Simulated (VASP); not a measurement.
Crystal: La.

```
La
1.0
    -2.12383    2.12383    2.12383
     2.12383   -2.12383    2.12383
     2.12383    2.12383   -2.12383
La
1
Direct
  0.00000 0.00000 0.00000
```

| Property | Result |
| --- | --- |
| Program | VASP 6.6.1 |
| Task | relaxation of cell and atoms |
| Functional | BLYP |
| Dispersion | D3(BJ) |
| Potentials or basis | VASP PAW PBE potentials, release 64 (La) |
| Cutoff | 600 eV |
| k mesh | 11 × 11 × 11 |
| Occupations | methfessel-paxton, width 0.05 eV |
| Spin | no spin polarisation |

At the start: pressure -2.9 GPa; volume 38.32 Å³/atom.

How do energy, volume and symmetry change on relaxing?

Over 3 steps the energy falls by 44.4 meV/atom and the volume is 33.85 Å³/atom (-11.7 %); space group Im-3m (No. 229, to 0.05 Å).

The path:
| step | energy change (eV) | largest force (eV/Å) | pressure (GPa) | volume (Å³) |
| --- | --- | --- | --- | --- |
| 1 | 0.0000 | 0.0000 | -2.90 | 38.32 |
| 2 | -0.0429 | 0.0000 | -0.63 | 34.60 |
| 3 | -0.0444 | 0.0000 | 0.00 | 33.85 |

Final structure:
```cif
data_structure
_symmetry_space_group_name_H-M 'P 1'
_symmetry_Int_Tables_number 1
_cell_length_a 3.5295
_cell_length_b 3.5295
_cell_length_c 3.5295
_cell_angle_alpha 109.471
_cell_angle_beta 109.471
_cell_angle_gamma 109.471
_cell_volume 33.85
loop_
_atom_site_label
_atom_site_type_symbol
_atom_site_fract_x
_atom_site_fract_y
_atom_site_fract_z
_atom_site_occupancy
La1 La 0.00000 0.00000 0.00000 1
```

Caveat: the PAW data sets were made with another functional, which shifts forces and pressure a little; pairwise dispersion overbinds metals, which lowers pressure and volume.
